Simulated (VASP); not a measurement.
# Au (Fm-3m) in VASP: further runs

The runs below take Au through single point, relaxation of cell and atoms, with PBEsol.

Everything below comes from runs of VASP 6.6.1. Logs are shortened: lines on timing, memory, paths and dates and some standing lists are left out, and cuts for length are marked.

## Step 1: The cell of the first run

The structure is cubic, space group Fm-3m (No. 225). Conventional cell: a = 3.621 Å, b = 3.621 Å, c = 3.621 Å, α = 90.00°, β = 90.00°, γ = 90.00°. Within 3.4 Å of Au (site symmetry m-3m) lie 12 Au at 2.56 Å.

## Step 2: Single point, PBEsol (volume scaled by 0.698, to set the pressure)

INCAR reads:

```
SYSTEM = Au
PREC = Accurate ; ENCUT = 500
EDIFF = 1E-6 ; ISMEAR = -1
SIGMA = 0.08 ; LREAL = .FALSE.
LASPH = .TRUE. ; NELM = 120
ALGO = Normal ; ISIF = 2
LWAVE = .FALSE. ; LCHARG = .FALSE.
GGA = PS ; NBANDS = 12
GGA_COMPAT = .FALSE.
```

KPOINTS reads:

```
Automatic mesh
0
G
  18 18 18
  0 0 0
```

POSCAR reads:

```
Au
1.0
    0.0000000000      1.8106013608      1.8106013608
    1.8106013608      0.0000000000      1.8106013608
    1.8106013608      1.8106013608      0.0000000000
Au
1
Direct
    0.0000000000      0.0000000000      0.0000000000
```

Potentials or basis: VASP PAW PBE potentials, release 64 (Au).

Run with:

```
cat potpaw_PBE.64/Au/POTCAR > POTCAR
mpirun -np 1 vasp_std > vasp.out
```

OUTCAR:

```text
SYSTEM = Au
   PREC = Accurate
   ENCUT = 500
   EDIFF = 1E-6
   ISMEAR = -1
   LREAL = .FALSE.
   LASPH = .TRUE.
   NELM = 120
   ISIF = 2
   GGA = PS

 ion  position               nearest neighbor table
   1  0.000  0.000  0.000-

  LATTYP: Found a face centered cubic cell.
 ALAT       =     3.6212027216

  Lattice vectors:

 A1 = (   0.0000000000,   1.8106013608,   1.8106013608)
 A2 = (   1.8106013608,   0.0000000000,   1.8106013608)
 A3 = (   1.8106013608,   1.8106013608,   0.0000000000)

Analysis of symmetry for initial positions (statically):
[... 33 lines left out ...]
                                     Primitive cell

  volume of cell :      11.8713

  direct lattice vectors                    reciprocal lattice vectors
     0.000000000  1.810601361  1.810601361    -0.276151344  0.276151344  0.276151344
     1.810601361  0.000000000  1.810601361     0.276151344 -0.276151344  0.276151344
     1.810601361  1.810601361  0.000000000     0.276151344  0.276151344 -0.276151344

  length of vectors
     2.560577000  2.560577000  2.560577000     0.478308159  0.478308159  0.478308159

  position of ions in fractional coordinates (direct lattice)
     0.000000000  0.000000000  0.000000000

  ion indices of the primitive-cell ions
   primitive index   ion index
                 1           1

----------------------------------------------------------------------------------------

 KPOINTS: Automatic mesh

Automatic generation of k-mesh.
 Grid dimensions read from file:
 generate k-points for:   18   18   18

 Generating k-lattice:

  Cartesian coordinates                     Fractional coordinates (reciprocal lattice)
    -0.015341741  0.015341741  0.015341741     0.055555556  0.000000000  0.000000000
     0.015341741 -0.015341741  0.015341741     0.000000000  0.055555556  0.000000000
     0.015341741  0.015341741 -0.015341741     0.000000000  0.000000000  0.055555556

  Length of vectors
     0.026572676  0.026572676  0.026572676

  Shift w.r.t. Gamma in fractional coordinates (k-lattice)
     0.000000000  0.000000000  0.000000000

 Subroutine IBZKPT returns following result:
 ===========================================

 Found    195 irreducible k-points:

 Following reciprocal coordinates:
            Coordinates               Weight
  0.000000  0.000000  0.000000      1.000000
  0.055556  0.000000  0.000000      8.000000
  0.111111  0.000000  0.000000      8.000000
  0.166667  0.000000  0.000000      8.000000
  0.222222  0.000000  0.000000      8.000000
  0.277778  0.000000  0.000000      8.000000
[... 16 lines left out ...]
 -0.277778  0.055556  0.000000     24.000000
 -0.222222  0.055556  0.000000     24.000000
 [... further k-points ...]
   k-points           NKPTS =    195   k-points in BZ     NKDIM =    195   number of bands    NBANDS=     12
   number of dos      NEDOS =    301   number of ions     NIONS =      1
   total plane-waves  NPLWV =   8000
   dimension x,y,z NGX =    20 NGY =   20 NGZ =   20
   dimension x,y,z NGXF=    40 NGYF=   40 NGZF=   40
   ions per type =               1
   NGX,Y,Z   is equivalent  to a cutoff of  12.99, 12.99, 12.99 a.u.
   NGXF,Y,Z  is equivalent  to a cutoff of  25.97, 25.97, 25.97 a.u.
 SYSTEM =  Au
   PREC   = accura    normal or accurate (medium, high low for compatibility)
   ISTART =      0    job   : 0-new  1-cont  2-samecut
   ICHARG =      2    charge: 1-file 2-atom 10-const
   ISPIN  =      1    spin polarized calculation?
   LNONCOLLINEAR =      F non collinear calculations
   LSORBIT =      F    spin-orbit coupling
   LASPH  =      T    aspherical Exc in radial PAW
   ENCUT  =  500.0 eV  36.75 Ry    6.06 a.u.   4.67  4.67  4.67*2*pi/ulx,y,z
   NELM   =    120;   NELMIN=  2; NELMDL= -5     # of ELM steps
   EDIFF  = 0.1E-05   stopping-criterion for ELM
   LREAL  =      F    real-space projection
   EDIFFG = 0.1E-04   stopping-criterion for IOM
   NSW    =      0    number of steps for IOM
   IBRION =     -1    ionic relax: 0-MD 1-quasi-New 2-CG
   NFREE  =      0    steps in history (QN), initial steepest desc. (CG)
   ISIF   =      2    stress and relaxation
   ISYM   =      2    0-nonsym 1-usesym 2-fastsym
   POTIM  = 0.5000    time-step for ionic-motion
   TEBEG  =    0.0;   TEEND  =   0.0 temperature during run
   PSTRESS=    0.0 pullay stress
   NELECT =      11.0000    total number of electrons
   NUPDOWN=      -1.0000    fix difference up-down
   EMIN   =  10.00;   EMAX   =-10.00  energy-range for DOS
   EFERMI =   0.00;   METHOD = LEGACY
   ISMEAR =    -1;   SIGMA  =   0.08  broadening in eV -4-tet -1-fermi 0-gaus
   EFERMI_NEDOS =   21; number of points for ismear=-14 and -15
   IALGO  =     38    algorithm
   IMIX   =      4    mixing-type and parameters
     AMIX     =   0.40;   BMIX     =  1.00
     AMIX_MAG =   1.60;   BMIX_MAG =  1.00
  volume/ion in A,a.u.               =      11.87        80.11
  Fermi-wavevector in a.u.,A,eV,Ry     =   1.596024  3.016049 34.658041  2.547294
  Thomas-Fermi vector in A             =   2.693852
   LORBIT       =      0    0 simple, 1 ext, 2 COOP (PROOUT), +10 PAW based schemes
   GGA     = PS    functional components
   LHFCALC =     F    Hartree Fock is set to
   AEXX    =    0.0000 exact exchange contribution
   IVDW    =     0    specifies the selected vdW correction
   LEPSILON=     F    determine dielectric tensor
   LRPA    =     F    only Hartree local field effects (RPA)
 non-spin polarized calculation
  energy-cutoff  :      500.00
  volume of cell :       11.87
 maximum number of plane-waves:       313
   NGX =  9   NGY =  9   NGZ =  9

 number of electron      11.0000001 magnetization

 Free energy of the ion-electron system (eV)
  ---------------------------------------------------
  ext. energy  EPLUGINS =         0.00000000
  ---------------------------------------------------
  free energy    TOTEN  =        -2.04453483 eV

  energy without entropy =       -2.03825204  energy(sigma->0) =       -2.04139343

 E-fermi :  17.0664     XC(G=0): -15.1124

 val. band max:       17.0450035929   @ k =  -0.2222   0.2778   0.0556
 cond. band min:      17.0880077838   @ k =  -0.2222   0.2778   0.1111
 fundamental gap:      0.0430041909
 Fermi energy:        17.0664407388

 k-point     1 :       0.0000    0.0000    0.0000
  band No.  band energies     occupation
      1       2.2337      2.00000
      2       9.4426      2.00000
      3       9.4426      2.00000
      4       9.4426      2.00000
      5      12.2878      2.00000
      6      12.2878      2.00000
      7      29.8634      0.00000
      8      36.0441      0.00000
      9      36.0441      0.00000
     10      36.0441      0.00000
     11      42.2707      0.00000
     12      52.7688      0.00000

 k-point     2 :       0.0556    0.0000    0.0000
  band No.  band energies     occupation
      1       2.3878      2.00000
      2       9.3675      2.00000
      3       9.5074      2.00000
      4       9.5074      2.00000
      5      12.2471      2.00000
      6      12.2471      2.00000
      7      30.1248      0.00000
      8      35.3057      0.00000
      9      36.2999      0.00000
     10      36.2999      0.00000
     11      43.1738      0.00000
     12      50.7576      0.00000

 k-point     3 :       0.1111    0.0000    0.0000
  band No.  band energies     occupation
      1       2.8327      2.00000
      2       9.1784      2.00000
      3       9.6772      2.00000
      4       9.6772      2.00000
      5      12.1590      2.00000
      6      12.1590      2.00000
      7      30.8447      0.00000
      8      33.7913      0.00000
      9      37.0481      0.00000
     10      37.0481      0.00000
     11      44.8077      0.00000
     12      48.2310      0.00000

 k-point     4 :       0.1667    0.0000    0.0000
  band No.  band energies     occupation
      1       3.5060      2.00000
      2       8.9812      2.00000
      3       9.8670      2.00000
      4       9.8670      2.00000
      5      12.1292      2.00000
      6      12.1292      2.00000
      7      31.6731      0.00000
      8      32.2864      0.00000
      9      38.2328      0.00000
     10      38.2328      0.00000
     11      43.7649      0.00000
     12      47.0700      0.00000

 k-point     5 :       0.2222    0.0000    0.0000
  band No.  band energies     occupation
      1       4.2674      2.00000
      2       8.9600      2.00000
      3       9.9443      2.00000
      4       9.9443      2.00000
      5      12.3085      2.00000
      6      12.3085      2.00000
      7      30.4089      0.00000
      8      32.6543      0.00000
      9      39.7563      0.00000
     10      39.7563      0.00000
     11      41.8097      0.00000
     12      44.3911      0.00000
[... 228 lines left out ...]
      1       5.3233      2.00000
      2       9.3683      2.00000
      3       9.5291      2.00000
      4      11.7920      2.00000
      5      13.8406      2.00000
      6      14.9036      2.00000
      7      24.2459      0.00000
      8      30.2344      0.00000
      9      36.2832      0.00000
     10      37.6929      0.00000
     11      44.9024      0.00000
     12      47.0341      0.00000

 k-point    22 :      -0.3333    0.0556    0.0000
  band No.  band energies     occupation
      1       5.3260      2.00000
      2       9.5469      2.00000
      3       9.6890      2.00000
      4      10.5341      2.00000
      5      13.1901      2.00000
      6      14.2187      2.00000
      7      26.2967      0.00000
      8      31.0998      0.00000
      9      37.3464      0.00000
     10      39.5195      0.00000
     11      42.6142      0.00000
     12      45.2508      0.00000

 k-point    23 :      -0.2778    0.0556    0.0000
  band No.  band energies     occupation
      1       5.1454      2.00000
      2       9.4017      2.00000
      3       9.8112      2.00000
      4       9.8841      2.00000
      5      12.5231      2.00000
      6      13.5290      2.00000
      7      28.2690      0.00000
      8      32.2253      0.00000
      9      38.6178      0.00000
     10      40.5943      0.00000
     11      41.8096      0.00000
     12      43.3744      0.00000

 k-point    24 :      -0.2222    0.0556    0.0000
  band No.  band energies     occupation
      1       4.6334      2.00000
      2       8.8760      2.00000
      3       9.9485      2.00000
      4      10.0275      2.00000
      5      12.0003      2.00000
      6      12.9291      2.00000
      7      30.0060      0.00000
      8      32.8702      0.00000
      9      38.7981      0.00000
     10      40.2358      0.00000
     11      41.3209      0.00000
     12      44.3545      0.00000

 [... further k-points ...]
[... 5 lines left out ...]
  --------------------------------------------------------------------------------------
  -------------------------------------------------------------------------------------
  Total       12.7945332     12.7945332     12.7945332     -0.0000000      0.0000000      0.0000000
  in kB     1726.7779861   1726.7779861   1726.7779861     -0.0000000      0.0000000      0.0000000
  external PRESSURE =    1726.7779861 kB  Pullay stress =       0.0000000 kB

 VOLUME and BASIS-vectors are now :
 -----------------------------------------------------------------------------
  energy-cutoff  :      500.00
  volume of cell :       11.87
      direct lattice vectors                 reciprocal lattice vectors
     0.000000000  1.810601361  1.810601361    -0.276151344  0.276151344  0.276151344
     1.810601361  0.000000000  1.810601361     0.276151344 -0.276151344  0.276151344
     1.810601361  1.810601361  0.000000000     0.276151344  0.276151344 -0.276151344

 POSITION                                       TOTAL-FORCE (eV/Angst)
 -----------------------------------------------------------------------------------
      0.00000      0.00000      0.00000         0.000000      0.000000     -0.000000
 -----------------------------------------------------------------------------------
    total drift:                                0.000000      0.000000      0.000000

  FREE ENERGIE OF THE ION-ELECTRON SYSTEM (eV)
  ---------------------------------------------------
  free  energy   TOTEN  =        -2.0445348251 eV

  energy  without entropy=       -2.0382520398  energy(sigma->0) =       -2.04139343
```

Run time: 37 s. Hardware: 1 thread of Intel Xeon 8259CL, shared host; peak memory 0.15 GiB.

What came out:

```
Free energy : -2.0445 eV
Pressure    : 172.7 GPa
```

Levels at points of the mesh, in eV from the Fermi level:
```csv
k point,band 3,band 4,band 5,band 6,band 7,band 8,band 9,band 10
"(0.00, 0.00, 0.00)",-7.62,-7.62,-4.78,-4.78,12.80,18.98,18.98,18.98
"(0.50, 0.00, 0.00)",-7.74,-3.25,-2.53,-2.53,5.26,12.37,19.07,19.07
"(0.50, 0.50, 0.00)",-2.58,-1.90,-1.90,-0.45,9.13,10.49,10.49,21.16
```

Caveat: the cell differs from its parent crystal (volume scaled by 0.698, to set the pressure); the PAW data sets were made with another functional, which shifts forces and pressure a little; spin-orbit coupling is left out, which moves the levels of the heavy elements.

## Step 3: Single point, PBEsol

This run uses another cell than the first one, of 11.90 Å³/atom, 1.002 times its volume.

INCAR reads:

```
PREC = Accurate ; ENCUT = 500
EDIFF = 1E-6 ; ISMEAR = -1
SIGMA = 0.08 ; LREAL = False
LASPH = True ; NELM = 120
ALGO = Normal ; ISIF = 2
LWAVE = False ; LCHARG = False
GGA = PS ; NBANDS = 12
GGA_COMPAT = False
```

KPOINTS reads:

```
Automatic mesh
0
Gamma
  18 18 18
```

POSCAR reads:

```
Au
1.0
    0.0000000000      1.8119115120      1.8119115120
    1.8119115120      0.0000000000      1.8119115120
    1.8119115120      1.8119115120      0.0000000000
Au
1
Direct
    0.0000000000      0.0000000000      0.0000000000
```

Potentials or basis: VASP PAW PBE potentials, release 64 (Au).

Run with:

```
cat potpaw_PBE.64/Au/POTCAR > POTCAR
mpirun -np 1 vasp_std > vasp.out
```

It took 12 s on 1 thread of Intel Xeon 6975P-C (Granite Rapids), shared host; peak memory 0.14 GiB.

It converged, with:

| Property | Result |
| --- | --- |
| Free energy | -2.0722 eV |
| Pressure | 170.6 GPa |

Levels at points of the mesh, in eV from the Fermi level:
```
           k point  band 3  band 4  band 5  band 6  band 7  band 8  band 9  band 10
(0.00, 0.00, 0.00)   -7.60   -7.60   -4.76   -4.76   12.82   18.98   18.98    18.98
(0.50, 0.00, 0.00)   -7.71   -3.23   -2.52   -2.52    5.24   12.39   19.06    19.06
(0.50, 0.50, 0.00)   -2.58   -1.90   -1.90   -0.44    9.10   10.49   10.49    21.14
```

Caveat: the PAW data sets were made with another functional, which shifts forces and pressure a little; spin-orbit coupling is left out, which moves the levels of the heavy elements.

## Step 4: Single point, PBEsol

This run uses another cell than the first one, of 11.90 Å³/atom, 1.002 times its volume.

INCAR reads:

```
PREC = Accurate ; ENCUT = 500
EDIFF = 1E-6 ; ISMEAR = -1
SIGMA = 0.08 ; LREAL = False
LASPH = True ; NELM = 120
ALGO = Normal ; ISIF = 2
LWAVE = False ; LCHARG = True
GGA = PS ; LELF = True
LVHAR = True ; NBANDS = 12
GGA_COMPAT = False
```

KPOINTS is that of step 3.

POSCAR reads:

```
Au
1.0
    0.0000000000      1.8118163749      1.8118163749
    1.8118163749      0.0000000000      1.8118163749
    1.8118163749      1.8118163749      0.0000000000
Au
1
Direct
    0.0000000000      0.0000000000      0.0000000000
```

Run with:

```
cat potpaw_PBE.64/Au/POTCAR > POTCAR
mpirun -np 1 vasp_std > vasp.out
```

Run time: 12 s. Hardware: 1 thread of Intel Xeon 6975P-C (Granite Rapids), shared host; peak memory 0.14 GiB.

Results (log left out):

* Free energy: -2.0702 eV
* Pressure: 170.8 GPa

Levels at points of the mesh, in eV from the Fermi level:
| k point | band 2 | band 3 | band 4 | band 5 | band 6 | band 7 | band 8 | band 9 | band 10 | band 11 |
| --- | --- | --- | --- | --- | --- | --- | --- | --- | --- | --- |
| (0.00, 0.00, 0.00) | -7.60 | -7.60 | -7.60 | -4.77 | -4.77 | 12.81 | 18.98 | 18.98 | 18.98 | 25.20 |
| (0.50, 0.00, 0.00) | -7.71 | -7.71 | -3.24 | -2.52 | -2.52 | 5.24 | 12.39 | 19.06 | 19.06 | 30.82 |
| (0.50, 0.50, 0.00) | -11.28 | -2.58 | -1.90 | -1.90 | -0.44 | 9.10 | 10.49 | 10.49 | 21.14 | 25.40 |

Caveat: the PAW data sets were made with another functional, which shifts forces and pressure a little; spin-orbit coupling is left out, which moves the levels of the heavy elements.

## Step 5: Relaxation of cell and atoms, PBEsol, target pressure 170 GPa, at which the enthalpy is minimised

INCAR reads:

```
  ALGO = Normal
  EDIFF = 1E-7
  EDIFFG = -0.005
  ENCUT = 500
  GGA = PS
  GGA_COMPAT = False
  IBRION = 2
  ISIF = 3
  ISMEAR = -1
  LASPH = True
  LCHARG = False
  LREAL = False
  LWAVE = False
  NELM = 120
  NELMIN = 4
  NSW = 60
  PREC = Accurate
  PSTRESS = 1700.0
  SIGMA = 0.08
```

KPOINTS reads:

```
k-points
0
Gamma
  18 18 18
```

POSCAR reads:

```
Au
1.0
    0.0000000000      1.8106013608      1.8106013608
    1.8106013608      0.0000000000      1.8106013608
    1.8106013608      1.8106013608      0.0000000000
Au
1
Direct
    0.0000000000      0.0000000000      0.0000000000
```

Run with:

```
cat potpaw_PBE.64/Au/POTCAR > POTCAR
mpirun -np 1 vasp_std > vasp.out
```

Wall time 19 s (1 thread of Intel Xeon 6975P-C (Granite Rapids), shared host); peak memory 0.15 GiB.

It converged, with:

| Property | Result |
| --- | --- |
| Free energy | -2.0810 eV |
| Relaxed volume | 11.91 Å³/atom |
| Relaxed cell | a = 2.563 Å, b = 2.563 Å, c = 2.563 Å, α = 60.00°, β = 60.00°, γ = 60.00° |
| Space group after relaxing (to 0.05 Å) | Fm-3m (No. 225) |
| Energy change on relaxing (the enthalpy is what falls) | -36.4 meV/atom |
| Ionic steps | 3 |
| Pressure after relaxing | 170.0 GPa |

Step by step:
| step | energy change (eV) | largest force (eV/Å) | pressure (GPa) | volume (Å³) |
| --- | --- | --- | --- | --- |
| 1 | 0.0000 | 0.0000 | 172.68 | 11.87 |
| 2 | -0.3427 | 0.0000 | 146.99 | 12.22 |
| 3 | -0.0364 | 0.0000 | 169.97 | 11.91 |

Final structure:
```cif
data_structure
_symmetry_space_group_name_H-M 'P 1'
_symmetry_Int_Tables_number 1
_cell_length_a 2.5630
_cell_length_b 2.5630
_cell_length_c 2.5630
_cell_angle_alpha 60.000
_cell_angle_beta 60.000
_cell_angle_gamma 60.000
_cell_volume 11.91
loop_
_atom_site_label
_atom_site_type_symbol
_atom_site_fract_x
_atom_site_fract_y
_atom_site_fract_z
_atom_site_occupancy
Au1 Au 0.00000 0.00000 0.00000 1
```

Levels at points of the mesh, in eV from the Fermi level:
```tsv
k point	band 2	band 3	band 4	band 5	band 6	band 7	band 8	band 9
(0.00, 0.00, 0.00)	-7.59	-7.59	-7.59	-4.76	-4.76	12.82	18.98	18.98
(0.50, 0.00, 0.00)	-7.70	-7.70	-3.23	-2.52	-2.52	5.24	12.39	19.06
(0.50, 0.50, 0.00)	-11.26	-2.57	-1.90	-1.90	-0.43	9.10	10.49	10.49
```

Caveat: the cell is relaxed towards a set pressure, so the enthalpy falls and the energy may rise; the PAW data sets were made with another functional, which shifts forces and pressure a little; spin-orbit coupling is left out, which moves the levels of the heavy elements.

(Part 1 of 2 ends here.)
